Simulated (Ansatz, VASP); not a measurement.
# Two plane-wave programs on HfO2

File INCAR:

```
  PREC = Accurate
  ENCUT = 520
  EDIFF = 1E-6
  ISMEAR = 0
  SIGMA = 0.02
  LREAL = F
  LASPH = T
  NELM = 80
  ALGO = Normal
  ISIF = 2
  LWAVE = F
  LCHARG = F
  GGA = PE
  NBANDS = 18
```

File KPOINTS:

```
regular mesh
0
Gamma
  8 8 8
```

Contents of POSCAR:

```
HfO2
1.0
    0.0000000000      2.5774485000      2.5774485000
    2.5774485000      0.0000000000      2.5774485000
    2.5774485000      2.5774485000      0.0000000000
Hf O
1 2
Direct
    0.0000000000      0.0000000000      0.0000000000
    0.2500000000      0.2500000000      0.2500000000
    0.7500000000      0.7500000000      0.7500000000
```

Input for Ansatz:

```yaml
crystal:
  lattice:
    - [0.0, 2.5774485, 2.5774485]
    - [2.5774485, 0.0, 2.5774485]
    - [2.5774485, 2.5774485, 0.0]
  atoms:
    - { symbol: Hf, position: [0.0, 0.0, 0.0] }
    - { symbol: O, position: [0.25, 0.25, 0.25] }
    - { symbol: O, position: [0.75, 0.75, 0.75] }
basis:
  ecutwfc: 420
kpoints:
  mp_grid: { grid: [8, 8, 8] }
hamiltonian:
  xc: pbe
scf:
  occupations: { method: gaussian, width: 0.02 }
output:
  forces: true
  stress: true
  eigenvalues: true
```

Alike in both runs: task single point; functional PBE; k mesh 8 × 8 × 8; occupations gaussian, width 0.02 eV; no spin polarisation.

```csv
,VASP,Ansatz
version,VASP 6.6.1,Ansatz 0.2.0
potentials or method,"VASP PAW PBE potentials, release 64 (Hf_pv, O), cutoff 520 eV","scalar-relativistic, plane waves, PAW"
valence electrons in the cell,22,38
```

Ansatz gave:

```
gap on the k mesh at the Fermi level (eV) : 3.66
least direct gap on the mesh (eV)         : 3.66
pressure (GPa)                            : -7.7
```

**Question.** What did VASP give for the same quantities?

**Answer.** gap on the k mesh at the Fermi level (eV): 3.67; least direct gap on the mesh (eV): 3.67; pressure (GPa): -11.0.

VASP's potentials hold 22 valence electrons a cell and Ansatz's 38, so a difference there can come from the potentials and not from the codes.

Spin-orbit coupling is off throughout.
